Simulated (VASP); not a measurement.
Write the native input for VASP 6.6.1 that does the following.

```yaml
Task: single point
Functional: PBEsol
Potentials_or_basis: VASP PAW PBE potentials, release 64 (Ge_d)
Cutoff: 520 eV
k_mesh: 11 × 11 × 6
Occupations: fermi-dirac, width 0.05 eV
Spin: no spin polarisation
Dipole_correction: no
Further_INCAR_settings: ALGO = Normal; EDIFF = 1e-06; NBANDS = 36
```

The structure of Ge lies in POSCAR:

```
Ge
1.0
    3.9435577898      0.0000000000      0.0000000000
   -1.9717788949      3.4152212273      0.0000000000
    0.0000000000      0.0000000000      6.5101862333
Ge
4
Direct
    0.6666666667      0.3333333333      0.0629012500
    0.3333333333      0.6666666667      0.5629012500
    0.6666666667      0.3333333333      0.4370987500
    0.3333333333      0.6666666667      0.9370987500
```

This cell differs from its parent crystal: volume scaled by 0.96.

One way to write it, as run:

INCAR

```
SYSTEM = Ge
PREC = Accurate
ENCUT = 520
EDIFF = 1E-6
ISMEAR = -1
SIGMA = 0.05
LREAL = .False.
LASPH = .True.
NELM = 80
ALGO = Normal
ISIF = 2
LWAVE = .False.
LCHARG = .False.
GGA = PS
NBANDS = 36
```

KPOINTS

```
regular mesh
0
Gamma
  11 11 6
  0 0 0
```

Potentials or basis: VASP PAW PBE potentials, release 64 (Ge_d).

The run is started by

```sh
$ cat potpaw_PBE.64/Ge_d/POTCAR > POTCAR
$ mpirun -np 1 vasp_std > vasp.out
```

Results of the run:

```yaml
Pressure: 2.8 GPa
Largest_force: 0.013 eV/Å
Band_gap_on_the_k_mesh: zero (band 28 reaches 5.37 eV, above the bottom of band 29 at 5.30 eV)
```

Caveat: the PAW data sets were made with another functional, which shifts forces and pressure a little.

Run time: 2.3 min on 1 thread of Intel(R) Xeon(R) Platinum 8488C (Sapphire Rapids), on a shared host, peak memory 0.28 GiB.
